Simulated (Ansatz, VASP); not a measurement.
One calculation of TiO2, two programs

INCAR

```
SYSTEM = TiO2
PREC = Accurate
ENCUT = 520
EDIFF = 1E-7
ISMEAR = 0
SIGMA = 0.02
LREAL = .FALSE.
LASPH = .TRUE.
NELM = 80
ALGO = Normal
ISIF = 2
LWAVE = .FALSE.
LCHARG = .TRUE.
GGA = PE
IVDW = 12
LELF = .TRUE.
LVHAR = .TRUE.
NBANDS = 33
```

KPOINTS

```
Automatic mesh
0
G
  8 8 6
  0 0 0
```

File POSCAR:

```
TiO2
1.0
    4.4967313659     -1.4938094738     -0.0059627154
    4.4967313659      1.4938094738     -0.0059627154
   -0.8892502101      0.0000000000      5.0830999183
Ti O
2 4
Direct
    0.2734537544      0.2734537544      0.2623705673
    0.7265462456      0.7265462456      0.7376294327
    0.6429916704      0.6429916704      0.3811553846
    0.1389903873      0.1389903873      0.8850646607
    0.3570083296      0.3570083296      0.6188446154
    0.8610096127      0.8610096127      0.1149353393
```

Input for Ansatz:

```yaml
crystal:
  lattice:
    - [4.4967313659, -1.4938094738, -0.0059627154]
    - [4.4967313659, 1.4938094738, -0.0059627154]
    - [-0.8892502101, 0.0, 5.0830999183]
  atoms:
    - { symbol: Ti, position: [0.2734537544, 0.2734537544, 0.2623705673] }
    - { symbol: Ti, position: [0.7265462456, 0.7265462456, 0.7376294327] }
    - { symbol: O, position: [0.6429916704, 0.6429916704, 0.3811553846] }
    - { symbol: O, position: [0.1389903873, 0.1389903873, 0.8850646607] }
    - { symbol: O, position: [0.3570083296, 0.3570083296, 0.6188446154] }
    - { symbol: O, position: [0.8610096127, 0.8610096127, 0.1149353393] }
basis:
  ecutwfc: 420
kpoints:
  mp_grid: { grid: [8, 8, 6] }
  band_path:
    path:
      - [[0.0, 0.0, 0.0], [-0.27844659, 0.27844659, 0.0]]
      - [[-0.72155341, -0.27844659, 0.0], [-0.5, -0.5, 0.0], [0.0, 0.0, 0.0], [-0.5, -0.5, 0.5], [-0.73016158, -0.26983842, 0.5]]
      - [[-0.26983842, 0.26983842, 0.5], [0.0, 0.0, 0.5], [0.0, 0.0, 0.0]]
      - [[-0.5, 0.0, 0.5], [0.0, 0.0, 0.0], [-0.5, 0.0, 0.0]]
    npoints: 14
hamiltonian:
  xc: pbe
  dispersion: d3bj
scf:
  occupations: { method: gaussian, width: 0.02 }
  n_extra_bands: 15
output:
  forces: true
  stress: true
  eigenvalues: true
  populations: true
  dos: { projected: true, de: 0.02, nscf_kmesh: { grid: [12, 12, 9] } }
  bader: true
  write_density: true
  write_potential: true
  elf: true
  volumetric_format: npy
```

Alike in both runs: task single point; functional PBE; dispersion D3(BJ); k mesh 8 × 8 × 6; occupations gaussian, width 0.02 eV; no spin polarisation.

|  | VASP | Ansatz |
| --- | --- | --- |
| version | VASP 6.6.1 | Ansatz 0.2.0 |
| potentials or method | VASP PAW PBE potentials, release 64 (Ti_sv, O), cutoff 520 eV | scalar-relativistic, plane waves, PAW |
| valence electrons in the cell | 48 | 48 |

|  | VASP | Ansatz | Ansatz less VASP |
| --- | --- | --- | --- |
| gap on the k mesh at the Fermi level (eV) | 2.70 | 2.73 | +0.027 |
| least direct gap on the mesh (eV) | 2.75 | 2.78 | +0.025 |
| pressure (GPa) | 0.8 | 0.0 | -0.77 |
| traceless stress, the component that is largest in VASP (GPa) | -0.44 | -0.01 | +0.432 |
| rms of the force components (eV/Å) | 0.037 | 0.002 | -0.0354 |

Atom by atom the forces differ by 0.037 eV/Å (rms over components).
